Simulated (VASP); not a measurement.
# Ta2N (P3m1) in VASP: notebook, part 2 of 2

VASP 6.6.1. Earlier steps stand in the parts before.

## Step 3: Single point, PBE (atoms displaced along a vibrational mode)

File INCAR:

```
PREC = Accurate
ENCUT = 520
EDIFF = 1E-7
ISMEAR = 0
SIGMA = 0.15
LREAL = F
LASPH = T
NELM = 60
ALGO = Normal
ISIF = 2
LWAVE = F
LCHARG = F
GGA = PE
NBANDS = 20
```

File KPOINTS:

```
Automatic mesh
0
Gamma
  18 18 10
```

File POSCAR:

```
Ta2N
1.0
    3.1011400556      0.0000000000      0.0000000000
   -1.5505700278      2.6856660688      0.0000000000
    0.0000000000      0.0000000000      4.8818900623
Ta N
2 1
Direct
    0.6666666667      0.3333333333      0.7447861095
    0.3333333333      0.6666666667      0.2549760451
    0.0000000000      0.0000000000      0.0030725805
```

Potentials or basis: VASP PAW PBE potentials, release 64 (Ta_pv, N).

On the command line:

```sh
> cat potpaw_PBE.64/Ta_pv/POTCAR potpaw_PBE.64/N/POTCAR > POTCAR
> mpirun -np 1 vasp_std > vasp.out
```

OUTCAR:

```text
PREC = Accurate
   ENCUT = 520
   EDIFF = 1E-7
   ISMEAR = 0
   LREAL = F
   LASPH = T
   NELM = 60
   ISIF = 2
   GGA = PE

 ion  position               nearest neighbor table
   1  0.667  0.333  0.745-   3 2.19   3 2.19   3 2.19   2 2.99   2 2.99   2 2.99   2 3.07   2 3.07
                             2 3.07
   2  0.333  0.667  0.255-   3 2.17   3 2.17   3 2.17   1 2.99   1 2.99   1 2.99   1 3.07   1 3.07
                             1 3.07
   3  0.000  0.000  0.003-   2 2.17   2 2.17   2 2.17   1 2.19   1 2.19   1 2.19

  LATTYP: Found a hexagonal cell.
 ALAT       =     3.1011400556
 C/A-ratio  =     1.5742243094

  Lattice vectors:

 A1 = (   3.1011400556,   0.0000000000,   0.0000000000)
 A2 = (  -1.5505700278,   2.6856660688,   0.0000000000)
 A3 = (   0.0000000000,   0.0000000000,   4.8818900623)

Analysis of symmetry for initial positions (statically):
=====================================================================
 Subroutine PRICEL returns:
 Original cell was already a primitive cell.

 Routine SETGRP: Setting up the symmetry group for a
 hexagonal supercell.

 Subroutine GETGRP returns: Found  6 space group operations
 (whereof  6 operations were pure point group operations)
 out of a pool of 24 trial point group operations.

The static configuration has the point symmetry C_3v.

Analysis of symmetry for dynamics (positions and initial velocities):
=====================================================================
 Subroutine PRICEL returns:
 Original cell was already a primitive cell.

 Routine SETGRP: Setting up the symmetry group for a
 hexagonal supercell.

 Subroutine GETGRP returns: Found  6 space group operations
 (whereof  6 operations were pure point group operations)
 out of a pool of 24 trial point group operations.

The dynamic configuration has the point symmetry C_3v.

 Subroutine INISYM returns: Found  6 space group operations
 (whereof  6 operations are pure point group operations),
 and found     1 'primitive' translations

----------------------------------------------------------------------------------------

                                     Primitive cell

  volume of cell :      40.6594

  direct lattice vectors                    reciprocal lattice vectors
     3.101140056  0.000000000  0.000000000     0.322462057  0.186173555  0.000000000
    -1.550570028  2.685666069  0.000000000     0.000000000  0.372347110  0.000000000
     0.000000000  0.000000000  4.881890062     0.000000000  0.000000000  0.204838697

  length of vectors
     3.101140056  3.101140056  4.881890062     0.372347110  0.372347110  0.204838697

  position of ions in fractional coordinates (direct lattice)
     0.666666667  0.333333333  0.744786109
     0.333333333  0.666666667  0.254976045
     0.000000000  0.000000000  0.003072581

  ion indices of the primitive-cell ions
   primitive index   ion index
                 1           1
                 2           2
                 3           3

----------------------------------------------------------------------------------------

 KPOINTS: Automatic mesh

Automatic generation of k-mesh.
 Grid dimensions read from file:
 generate k-points for:   18   18   10

 Generating k-lattice:

  Cartesian coordinates                     Fractional coordinates (reciprocal lattice)
     0.017914559  0.010342975  0.000000000     0.055555556 -0.000000000  0.000000000
     0.000000000  0.020685951  0.000000000     0.000000000  0.055555556  0.000000000
     0.000000000  0.000000000  0.020483870     0.000000000  0.000000000  0.100000000

  Length of vectors
     0.020685951  0.020685951  0.020483870

  Shift w.r.t. Gamma in fractional coordinates (k-lattice)
     0.000000000  0.000000000  0.000000000

 Subroutine IBZKPT returns following result:
 ===========================================

 Found    330 irreducible k-points:

 Following reciprocal coordinates:
            Coordinates               Weight
  0.000000  0.000000  0.000000      1.000000
  0.055556 -0.000000  0.000000      6.000000
  0.111111 -0.000000  0.000000      6.000000
  0.166667 -0.000000  0.000000      6.000000
  0.222222 -0.000000  0.000000      6.000000
  0.277778  0.000000  0.000000      6.000000
[... 16 lines left out ...]
  0.333333  0.111111  0.000000     12.000000
  0.388889  0.111111  0.000000     12.000000
 [... further k-points ...]
   k-points           NKPTS =    330   k-points in BZ     NKDIM =    330   number of bands    NBANDS=     20
   number of dos      NEDOS =    301   number of ions     NIONS =      3
   total plane-waves  NPLWV =  20736
   dimension x,y,z NGX =    24 NGY =   24 NGZ =   36
   dimension x,y,z NGXF=    48 NGYF=   48 NGZF=   72
   ions per type =               2   1
   NGX,Y,Z   is equivalent  to a cutoff of  12.87, 12.87, 12.26 a.u.
   NGXF,Y,Z  is equivalent  to a cutoff of  25.73, 25.73, 24.52 a.u.
 SYSTEM =  unknown system
   PREC   = accura    normal or accurate (medium, high low for compatibility)
   ISTART =      0    job   : 0-new  1-cont  2-samecut
   ICHARG =      2    charge: 1-file 2-atom 10-const
   ISPIN  =      1    spin polarized calculation?
   LNONCOLLINEAR =      F non collinear calculations
   LSORBIT =      F    spin-orbit coupling
   LASPH  =      T    aspherical Exc in radial PAW
   ENCUT  =  520.0 eV  38.22 Ry    6.18 a.u.   5.77  5.77  9.08*2*pi/ulx,y,z
   NELM   =     60;   NELMIN=  2; NELMDL= -5     # of ELM steps
   EDIFF  = 0.1E-06   stopping-criterion for ELM
   LREAL  =      F    real-space projection
   EDIFFG = 0.1E-05   stopping-criterion for IOM
   NSW    =      0    number of steps for IOM
   IBRION =     -1    ionic relax: 0-MD 1-quasi-New 2-CG
   NFREE  =      0    steps in history (QN), initial steepest desc. (CG)
   ISIF   =      2    stress and relaxation
   ISYM   =      2    0-nonsym 1-usesym 2-fastsym
   POTIM  = 0.5000    time-step for ionic-motion
   TEBEG  =    0.0;   TEEND  =   0.0 temperature during run
   PSTRESS=    0.0 pullay stress
   NELECT =      27.0000    total number of electrons
   NUPDOWN=      -1.0000    fix difference up-down
   EMIN   =  10.00;   EMAX   =-10.00  energy-range for DOS
   EFERMI =   0.00;   METHOD = LEGACY
   ISMEAR =     0;   SIGMA  =   0.15  broadening in eV -4-tet -1-fermi 0-gaus
   EFERMI_NEDOS =   21; number of points for ismear=-14 and -15
   IALGO  =     38    algorithm
   IMIX   =      4    mixing-type and parameters
     AMIX     =   0.40;   BMIX     =  1.00
     AMIX_MAG =   1.60;   BMIX_MAG =  1.00
  volume/ion in A,a.u.               =      13.55        91.46
  Fermi-wavevector in a.u.,A,eV,Ry     =   1.428266  2.699030 27.755102  2.039942
  Thomas-Fermi vector in A             =   2.548346
   LORBIT       =      0    0 simple, 1 ext, 2 COOP (PROOUT), +10 PAW based schemes
   GGA     = PE    functional components
   LHFCALC =     F    Hartree Fock is set to
   AEXX    =    0.0000 exact exchange contribution
   IVDW    =     0    specifies the selected vdW correction
   LEPSILON=     F    determine dielectric tensor
   LRPA    =     F    only Hartree local field effects (RPA)
 non-spin polarized calculation
 Gauss-broadening in eV      SIGMA  =   0.15
  energy-cutoff  :      520.00
  volume of cell :       40.66
 maximum number of plane-waves:      1112
   NGX = 11   NGY = 11   NGZ = 19

 number of electron      26.9999996 magnetization

 Free energy of the ion-electron system (eV)
  ---------------------------------------------------
  ext. energy  EPLUGINS =         0.00000000
  ---------------------------------------------------
  free energy    TOTEN  =       -34.38894546 eV

  energy without entropy =      -34.37491224  energy(sigma->0) =      -34.38192885

 E-fermi :   7.5094     XC(G=0): -12.8739

 val. band max:        7.5071277639   @ k =   0.2778   0.2778   0.5000
 cond. band min:       7.5103133112   @ k =   0.3333   0.2778   0.5000
 fundamental gap:      0.0031855473
 Fermi energy:         7.5094444442

 k-point     1 :       0.0000    0.0000    0.0000
  band No.  band energies     occupation
      1     -28.1738      2.00000
      2     -27.4432      2.00000
      3     -27.4432      2.00000
      4     -27.3199      2.00000
      5     -27.3199      2.00000
      6     -27.2142      2.00000
[... 12 lines left out ...]
     19       8.6669      0.00000
[... 513 lines left out ...]
      4     -27.6670      2.00000
      5     -27.4441      2.00000
      6     -27.4393      2.00000
[... 12 lines left out ...]
     19      12.1581      0.00000
     20      12.3259      0.00000

 [... further k-points ...]

------------------------ aborting loop because EDIFF is reached ----------------------------------------

  FORCE on cell =-STRESS in cart. coord.  units (eV):
  Direction    XX          YY          ZZ          XY          YZ          ZX
  --------------------------------------------------------------------------------------
  -------------------------------------------------------------------------------------
  Total        0.1208824      0.1208824      0.1084898     -0.0000000      0.0000000      0.0000000
  in kB        4.7633476      4.7633476      4.2750179     -0.0000000      0.0000000      0.0000000
  external PRESSURE =       4.6005710 kB  Pullay stress =       0.0000000 kB

 VOLUME and BASIS-vectors are now :
 -----------------------------------------------------------------------------
  energy-cutoff  :      520.00
  volume of cell :       40.66
      direct lattice vectors                 reciprocal lattice vectors
     3.101140056  0.000000000  0.000000000     0.322462057  0.186173555  0.000000000
    -1.550570028  2.685666069  0.000000000     0.000000000  0.372347110  0.000000000
     0.000000000  0.000000000  4.881890062     0.000000000  0.000000000  0.204838697

 POSITION                                       TOTAL-FORCE (eV/Angst)
 -----------------------------------------------------------------------------------
      1.55057      0.89522      3.63596        -0.000000      0.000000      0.076731
     -0.00000      1.79044      1.24477         0.000000      0.000000      0.156900
      0.00000      0.00000      0.01500        -0.000000     -0.000000     -0.233631
 -----------------------------------------------------------------------------------
    total drift:                                0.000000      0.000000     -0.000227

  FREE ENERGIE OF THE ION-ELECTRON SYSTEM (eV)
  ---------------------------------------------------
  free  energy   TOTEN  =       -34.3889454590 eV

  energy  without entropy=      -34.3749122371  energy(sigma->0) =      -34.38192885
```

OSZICAR:

```text
N       E                     dE             d eps       ncg     rms          rms(c)
DAV:   1     0.213812587669E+03    0.21381E+03   -0.14977E+04 13200   0.139E+03
DAV:   2    -0.280523124604E+02   -0.24186E+03   -0.23557E+03 14928   0.398E+02
DAV:   3    -0.375391950598E+02   -0.94869E+01   -0.93022E+01 16564   0.711E+01
DAV:   4    -0.376689027055E+02   -0.12971E+00   -0.12887E+00 16248   0.792E+00
DAV:   5    -0.376702070598E+02   -0.13044E-02   -0.13035E-02 16296   0.665E-01    0.265E+01
DAV:   6    -0.347660319629E+02    0.29042E+01   -0.16270E+01 17264   0.252E+01    0.125E+01
DAV:   7    -0.344494081958E+02    0.31662E+00   -0.17338E+00 15080   0.847E+00    0.679E+00
DAV:   8    -0.343942466039E+02    0.55162E-01   -0.29712E-01 15348   0.428E+00    0.455E-01
DAV:   9    -0.343898086432E+02    0.44380E-02   -0.37463E-02 17028   0.161E+00    0.267E-01
DAV:  10    -0.343890899442E+02    0.71870E-03   -0.61539E-03 16792   0.803E-01    0.168E-01
DAV:  11    -0.343889871805E+02    0.10276E-03   -0.15649E-03 16688   0.335E-01    0.538E-02
DAV:  12    -0.343889479082E+02    0.39272E-04   -0.35720E-04 15256   0.119E-01    0.191E-02
DAV:  13    -0.343889466022E+02    0.13061E-05   -0.33349E-05 15288   0.407E-02    0.631E-03
DAV:  14    -0.343889456172E+02    0.98492E-06   -0.24169E-06 15536   0.130E-02    0.194E-03
DAV:  15    -0.343889454743E+02    0.14292E-06   -0.42597E-07 15204   0.463E-03    0.720E-04
DAV:  16    -0.343889454590E+02    0.15339E-07   -0.15183E-08  7600   0.110E-03
   1 F= -.34388945E+02 E0= -.34381929E+02  d E =-.140332E-01
```

It took 1.8 min on 1 thread of AMD EPYC 9R45 (Zen 5), shared host; peak memory 0.32 GiB.

Results:

| Quantity | Value |
| --- | --- |
| Free energy | -34.3889 eV |
| Pressure | 0.5 GPa |
| Largest force | 0.234 eV/Å |
| Band gap on the k mesh | zero (an odd number of electrons rules out a gap without spin polarisation) |

Forces on the atoms (eV/Å):
```
Ta   0.000  0.000  0.077
Ta   0.000  0.000  0.157
N    0.000  0.000 -0.234
```

Caveat: the cell differs from its parent crystal (atoms displaced along a vibrational mode); spin-orbit coupling is left out, which moves the levels of the heavy elements.

## Step 4: Single point, PBE+D3(BJ)

File INCAR:

```
SYSTEM = Ta2N
ALGO = Normal
EDIFF = 1E-6
ENCUT = 520
GGA = PE
ISIF = 2
ISMEAR = 0
IVDW = 12
LASPH = .True.
LCHARG = .False.
LREAL = .False.
LWAVE = .False.
NBANDS = 20
NELM = 80
PREC = Accurate
SIGMA = 0.15
```

File KPOINTS:

```
k-points
0
Gamma
  18 18 10
  0 0 0
```

File POSCAR:

```
Ta2N
1.0
    3.1011400556      0.0000000000      0.0000000000
   -1.5505700278      2.6856660688      0.0000000000
    0.0000000000      0.0000000000      4.8818900623
Ta N
2 1
Direct
    0.6666666667      0.3333333333      0.7440725730
    0.3333333333      0.6666666667      0.2542625086
    0.0000000000      0.0000000000      0.0215080632
```

On the command line:

```sh
> cat potpaw_PBE.64/Ta_pv/POTCAR potpaw_PBE.64/N/POTCAR > POTCAR
> mpirun -np 1 vasp_std > vasp.out
```

Wall time 1.7 min (1 thread of AMD EPYC 9R45 (Zen 5), shared host); peak memory 0.33 GiB.

The run converged. Its results:

- Free energy: -35.8523 eV
- Pressure: -4.9 GPa
- Largest force: 1.609 eV/Å
- Band gap on the k mesh: zero (an odd number of electrons rules out a gap without spin polarisation)
- Dispersion energy per atom: -0.517 eV

Forces on the atoms (eV/Å):
```
Ta   0.000  0.000  0.710
Ta   0.000  0.000  0.900
N    0.000  0.000 -1.609
```

Stress tensor (GPa, compression positive):
```
-4.46  0.00  0.00
 0.00 -4.46  0.00
 0.00  0.00 -5.65
```

Levels at points of the mesh, in eV from the Fermi level:
```csv
k point,band 10,band 11,band 12,band 13,band 14,band 15,band 16,band 17
"(0.00, 0.00, 0.00)",-6.08,-4.97,-0.94,-0.20,-0.20,0.34,0.34,0.62
"(0.50, 0.00, 0.00)",-6.34,-4.52,-2.60,-1.34,1.75,1.88,3.62,4.06
"(0.00, 0.00, 0.50)",-6.25,-3.13,-2.48,-1.06,-1.06,1.76,2.10,2.22
"(0.50, 0.00, 0.50)",-6.08,-3.30,-2.16,-2.08,-0.24,0.76,3.32,3.52
```

Caveat: the cell stands under tension; spin-orbit coupling is left out, which moves the levels of the heavy elements; forces of over 1 eV/Å act on the atoms, so gaps and moduli don't describe the material at rest.

## Step 5: Single point, PBE

File INCAR:

```
SYSTEM = Ta2N
PREC = Accurate
ENCUT = 600
EDIFF = 1E-6
ISMEAR = 0
SIGMA = 0.15
LREAL = .FALSE.
LASPH = .TRUE.
NELM = 120
ALGO = Normal
ISIF = 2
LWAVE = .FALSE.
LCHARG = .FALSE.
GGA = PE
NBANDS = 20
GGA_COMPAT = .FALSE.
```

File KPOINTS:

```
Automatic mesh
0
G
  18 18 10
  0 0 0
```

File POSCAR:

```
Ta2N
1.0
    3.1011400595      0.0000000000      0.0000000000
   -1.5505700297      2.6856660722      0.0000000000
    0.0000000000      0.0000000000      4.8818900388
Ta N
2 1
Direct
    0.6666666667      0.3333333333      0.7447861099
    0.3333333333      0.6666666667      0.2549760447
    0.0000000000      0.0000000000      0.0030725805
```

On the command line:

```sh
> cat potpaw_PBE.64/Ta_pv/POTCAR potpaw_PBE.64/N/POTCAR > POTCAR
> mpirun -np 1 vasp_std > vasp.out
```

Run time: 9.4 min. Hardware: 1 thread of Intel Xeon 8259CL, shared host; peak memory 0.42 GiB.

It converged, with:

```
Free energy            : -34.3915 eV
Pressure               : 0.4 GPa
Largest force          : 0.233 eV/Å
Band gap on the k mesh : zero (an odd number of electrons rules out a gap without spin polarisation)
```

Forces in eV/Å, atoms in the order of the input:
```
Ta   0.000  0.000  0.076
Ta   0.000  0.000  0.157
N    0.000  0.000 -0.233
```

Levels at points of the mesh, in eV from the Fermi level:
```tsv
k point	band 11	band 12	band 13	band 14	band 15	band 16
(0.00, 0.00, 0.00)	-4.98	-0.71	-0.23	-0.23	0.27	0.33
(0.50, 0.00, 0.00)	-4.55	-2.61	-1.36	1.69	1.95	3.76
(0.00, 0.00, 0.50)	-2.93	-2.66	-1.09	-1.09	1.76	1.97
(0.50, 0.00, 0.50)	-3.30	-2.15	-2.11	-0.31	0.74	3.36
```

Caveat: spin-orbit coupling is left out, which moves the levels of the heavy elements.

## Step 6: Summary

| level | cell | cutoff (eV) | gap on the mesh (eV) | pressure (GPa) | largest force (eV/Å) |
| --- | --- | --- | --- | --- | --- |
| PBE | as given, atomic positions A | 520 | none | 0.6 | 0.70 |
| PBE | as given, atomic positions B | 520 | none | 0.5 | 0.23 |
| PBE+D3(BJ) | as given, atomic positions C | 520 | none | -4.9 | 1.61 |
| PBE | as given, atomic positions B | 600 | none | 0.4 | 0.23 |

Alike in all rows: task single point; potentials or basis VASP PAW PBE potentials, release 64 (Ta_pv, N); no spin polarisation; k mesh 18 × 18 × 10; smearing gaussian 0.15 eV.

Caveats: spin-orbit coupling is left out, which moves the levels of the heavy elements; the cell stands under tension (at least some runs); forces of over 1 eV/Å act on the atoms, so gaps and moduli don't describe the material at rest (at least some runs).

Absolute energies hang on the potentials; compare differences alone.
